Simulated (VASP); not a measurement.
# CuSi16 (a cell with a defect) in VASP: notebook, part 2 of 2

VASP 6.6.1. Earlier steps stand in the parts before.

## 4. Single point, PBE+D3(BJ)

Input file INCAR:

```
PREC = Accurate
ENCUT = 520
EDIFF = 1E-7
ISMEAR = 0
SIGMA = 0.05
LREAL = Auto
LASPH = True
NELM = 80
ALGO = Normal
ISIF = 2
LWAVE = False
LCHARG = True
GGA = PE
IVDW = 12
LELF = True
LVHAR = True
NELECT = 74.0
NBANDS = 52
```

Input file KPOINTS:

```
Automatic mesh
0
Gamma
  2 2 2
```

Input file POSCAR:

```
CuSi16
1.0
    0.0000000000      5.4300000000      5.4300000000
    5.4300000000      0.0000000000      5.4300000000
    5.4300000000      5.4300000000      0.0000000000
Si Cu
16 1
Direct
    0.0019402394     -0.0219013812      0.0093299263
    0.1317127072      0.1184955801      0.1289626151
    0.0042969613     -0.0015275322      0.5003113260
    0.1245263352      0.1147198895      0.6368482505
    0.0005972376      0.5104574586      0.0064230203
    0.1141337017      0.6073044199      0.1656143646
   -0.0137023941      0.4881478821      0.5372154696
    0.1250815838      0.6251314917      0.6341132597
    0.5003652855      0.0144126151     -0.0272520258
    0.6174745856      0.1145738490      0.1260447514
    0.4962589319     -0.0001918969      0.4973766114
    0.6319394107      0.1339484346      0.6013224678
    0.4816888582      0.5067290055      0.0060395028
    0.6162698895      0.6428115101      0.1249396869
    0.4968084715      0.5079359116      0.4965441989
    0.6141733886      0.6263816759      0.6338253223
    0.8226890424      0.3248827808      0.0251569982
```

Run with:

```console
cat potpaw_PBE.64/Si/POTCAR potpaw_PBE.64/Cu/POTCAR > POTCAR
mpirun -np 1 vasp_std > vasp.out
```

Wall time 4.3 min (1 thread of Intel Xeon 6975P-C (Granite Rapids), shared host); peak memory 0.48 GiB.

Results (log left out):

```yaml
Free_energy: -99.8608 eV
Largest_force: 0.116 eV/Å
Dispersion_energy_per_atom: -0.334 eV
```

Forces on the atoms (eV/Å):
```
Si   0.000  0.013 -0.011
Si  -0.009  0.017  0.012
Si  -0.009 -0.001  0.007
Si   0.003  0.004 -0.012
Si   0.017  0.021  0.007
Si   0.025  0.022 -0.011
Si   0.028  0.006 -0.029
Si   0.011  0.006 -0.008
Si  -0.015  0.004  0.011
Si  -0.002 -0.013  0.000
Si  -0.009 -0.011 -0.003
Si  -0.008 -0.009  0.002
Si   0.023  0.002 -0.028
Si  -0.001 -0.003  0.000
Si   0.003 -0.010  0.004
Si   0.016 -0.002 -0.020
Cu  -0.073 -0.044  0.079
```

Levels at points of the mesh, in eV from the Fermi level:
```tsv
k point	band 34	band 35	band 36	band 37	band 38	band 39	band 40	band 41
(0.00, 0.00, 0.00)	-1.14	-0.54	-0.22	-0.07	0.07	0.13	0.52	0.55
(0.50, 0.00, 0.00)	-1.07	-0.98	-0.94	-0.73	0.63	1.03	1.11	1.28
(0.00, 0.50, 0.00)	-1.06	-1.01	-0.95	-0.78	0.60	1.03	1.09	1.26
(0.00, 0.00, 0.50)	-0.95	-0.94	-0.63	-0.48	0.52	1.00	1.40	1.43
(0.50, 0.50, 0.50)	-1.08	-1.00	-0.94	-0.77	0.62	1.02	1.10	1.26
(0.50, 0.50, 0.00)	-1.64	-1.53	-1.48	-1.20	0.67	0.84	1.88	2.05
(0.00, 0.50, 0.50)	-1.65	-1.52	-1.48	-1.21	0.67	0.84	1.89	2.05
(0.50, 0.00, 0.50)	-1.64	-1.54	-1.50	-1.16	0.67	0.83	1.87	2.06
```

Caveat: the k points lie up to 0.50 Å⁻¹ apart; the cell carries a net charge on a neutralising background, which shifts energy and pressure; the cell is charged against a uniform background, so pressure and absolute levels hang on convention.

## 5. Single point, PBE+D3(BJ)

Input file INCAR:

```
SYSTEM = CuSi16
PREC     = Accurate       ! precision mode
ENCUT    = 520            ! plane-wave cutoff, eV
EDIFF    = 1E-7           ! SCF threshold, eV
ISMEAR   = 0              ! smearing method
SIGMA    = 0.05           ! smearing width, eV
LREAL    = Auto         
LASPH    = .TRUE.         ! aspherical terms in the spheres
NELM     = 60             ! most SCF steps
ALGO     = Normal         ! electronic algorithm
ISIF     = 2              ! what is computed and relaxed
LWAVE    = .FALSE.        ! write WAVECAR
LCHARG   = .TRUE.         ! write CHGCAR
GGA      = PE             ! functional
IVDW     = 12             ! dispersion correction
LELF     = .TRUE.         ! ELF
LVHAR    = .TRUE.       
NBANDS   = 52             ! bands
NELECT   = 74.0
```

Input file KPOINTS:

```
Automatic mesh
0
G
  2 2 2
  0 0 0
```

Input file POSCAR:

```
CuSi16
1.0
    0.0000000000      5.4300000000      5.4300000000
    5.4300000000      0.0000000000      5.4300000000
    5.4300000000      5.4300000000      0.0000000000
Si Cu
16 1
Direct
   -0.0014307551     -0.0185248619      0.0079366483
    0.1312017495      0.1195260589      0.1284678637
    0.0046159300     -0.0023072744      0.5000853591
    0.1229216390      0.1158606814      0.6368674954
   -0.0017252302      0.5113117864      0.0068215470
    0.1147087477      0.6104989871      0.1618750460
   -0.0135395028      0.4896087477      0.5336603131
    0.1232016575      0.6244189687      0.6357861878
    0.4990867403      0.0160368324     -0.0303659300
    0.6145067219      0.1138520258      0.1267951197
    0.4943804788      0.0001797422      0.4981521179
    0.6324872928      0.1352530387      0.5980134438
    0.4829902394      0.5069112339      0.0026830571
    0.6142779926      0.6453096685      0.1251612339
    0.4946543278      0.5084038674      0.4966392265
    0.6141174954      0.6270585635      0.6316565378
    0.7992060773      0.3076178637      0.0845913444
```

Run with:

```console
cat potpaw_PBE.64/Si/POTCAR potpaw_PBE.64/Cu/POTCAR > POTCAR
mpirun -np 1 vasp_std > vasp.out
```

Wall time 3.7 min (1 thread of Intel Xeon 6975P-C (Granite Rapids), shared host); peak memory 0.48 GiB.

It converged, with:

```yaml
Free_energy: -99.8454 eV
Largest_force: 0.078 eV/Å
Dispersion_energy_per_atom: -0.334 eV
```

Forces on the atoms (eV/Å):
```
Si  -0.005  0.004 -0.012
Si  -0.020  0.007  0.024
Si  -0.018 -0.004  0.016
Si   0.004  0.000 -0.009
Si   0.018  0.010  0.011
Si   0.011  0.024  0.001
Si   0.023 -0.006 -0.025
Si   0.010  0.002 -0.009
Si  -0.034 -0.003  0.030
Si  -0.011 -0.025  0.000
Si  -0.009 -0.019  0.002
Si  -0.028 -0.021  0.020
Si   0.012 -0.002 -0.021
Si   0.002 -0.011  0.010
Si  -0.001 -0.014  0.000
Si   0.015 -0.012 -0.017
Cu   0.030  0.069 -0.021
```

Levels at points of the mesh, in eV from the Fermi level:
```
           k point  band 33  band 34  band 35  band 36  band 37  band 38  band 39  band 40  band 41  band 42
(0.00, 0.00, 0.00)    -1.19    -1.12    -0.50    -0.17    -0.07     0.07     0.11     0.52     0.56     0.74
(0.50, 0.00, 0.00)    -2.02    -1.09    -0.98    -0.93    -0.69     0.67     1.04     1.10     1.29     1.41
(0.00, 0.50, 0.00)    -2.01    -1.08    -1.02    -0.93    -0.75     0.66     1.03     1.08     1.27     1.38
(0.00, 0.00, 0.50)    -2.21    -0.94    -0.93    -0.61    -0.44     0.54     1.02     1.44     1.47     1.53
(0.50, 0.50, 0.50)    -2.02    -1.08    -1.01    -0.93    -0.75     0.66     1.03     1.08     1.27     1.38
(0.50, 0.50, 0.00)    -1.81    -1.67    -1.49    -1.47    -1.19     0.70     0.82     1.90     2.07     2.19
(0.00, 0.50, 0.50)    -1.81    -1.67    -1.49    -1.47    -1.19     0.70     0.82     1.90     2.07     2.19
(0.50, 0.00, 0.50)    -1.85    -1.66    -1.51    -1.49    -1.13     0.71     0.80     1.89     2.08     2.19
```

Caveat: the k points lie up to 0.50 Å⁻¹ apart; the cell carries a net charge on a neutralising background, which shifts energy and pressure; the cell is charged against a uniform background, so pressure and absolute levels hang on convention.
